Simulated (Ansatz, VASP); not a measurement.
**HgTe in VASP and in Ansatz**

File INCAR:

```
SYSTEM = HgTe
PREC     = Accurate       ! precision mode
ENCUT    = 520            ! plane-wave cutoff, eV
EDIFF    = 1E-6           ! SCF threshold, eV
ISMEAR   = 0              ! smearing method
SIGMA    = 0.15           ! smearing width, eV
LREAL    = .FALSE.        ! projectors in reciprocal space
LASPH    = .TRUE.         ! aspherical terms in the spheres
NELM     = 60             ! most SCF steps
ALGO     = Normal         ! electronic algorithm
ISIF     = 2              ! what is computed and relaxed
LWAVE    = .FALSE.        ! write WAVECAR
LCHARG   = .FALSE.        ! write CHGCAR
GGA      = PS             ! functional
NBANDS   = 46             ! bands
```

KPOINTS

```
regular mesh
0
G
  10 10 10
  0 0 0
```

Contents of POSCAR:

```
HgTe
1.0
    6.0063005223      0.0000000000      0.0000000000
    0.0000000000     -6.0063005223      0.0000000000
    0.0000000000      0.0000000000     -6.0063005223
Hg Te
4 4
Direct
    0.0000000000      1.0000000000      1.0000000000
    0.5000000000      0.5000000000      1.0000000000
    0.5000000000      1.0000000000      0.5000000000
    0.0000000000      0.5000000000      0.5000000000
    0.5000000000      0.0000000000      0.0000000000
    0.0000000000      0.5000000000      0.0000000000
    0.0000000000      0.0000000000      0.5000000000
    0.5000000000      0.5000000000      0.5000000000
```

Input for Ansatz:

```yaml
crystal:
  lattice:
    - [6.0063005223, 0.0, 0.0]
    - [0.0, -6.0063005223, 0.0]
    - [0.0, 0.0, -6.0063005223]
  atoms:
    - { symbol: Hg, position: [0.0, 1.0, 1.0] }
    - { symbol: Hg, position: [0.5, 0.5, 1.0] }
    - { symbol: Hg, position: [0.5, 1.0, 0.5] }
    - { symbol: Hg, position: [0.0, 0.5, 0.5] }
    - { symbol: Te, position: [0.5, 0.0, 0.0] }
    - { symbol: Te, position: [0.0, 0.5, 0.0] }
    - { symbol: Te, position: [0.0, 0.0, 0.5] }
    - { symbol: Te, position: [0.5, 0.5, 0.5] }
basis:
  ecutwfc: 420
kpoints:
  mp_grid: { grid: [10, 10, 10] }
hamiltonian:
  xc: pbesol
scf:
  occupations: { method: gaussian, width: 0.15 }
output:
  forces: true
  stress: true
  eigenvalues: true
  write_density: true
  write_potential: true
  elf: true
  volumetric_format: npy
```

Alike in both runs: task single point; functional PBEsol; k mesh 10 × 10 × 10; occupations gaussian, width 0.15 eV; no spin polarisation.

```csv
,VASP,Ansatz
version,VASP 6.6.1,Ansatz 0.2.0
potentials or method,"VASP PAW PBE potentials, release 64 (Hg, Te), cutoff 520 eV","scalar-relativistic, plane waves, PAW"
valence electrons in the cell,72,144
```

```csv
,VASP,Ansatz,Ansatz less VASP
gap on the k mesh at the Fermi level (eV),none,none,-
pressure (GPa),0.1,-0.1,-0.20
```

VASP's potentials were made for PBE, not for PBEsol. A gap of «none» marks a metal or a gap that the smearing closes. VASP's potentials hold 72 valence electrons a cell and Ansatz's 144, so a difference there can come from the potentials and not from the codes.

Neither program's run includes spin-orbit coupling.
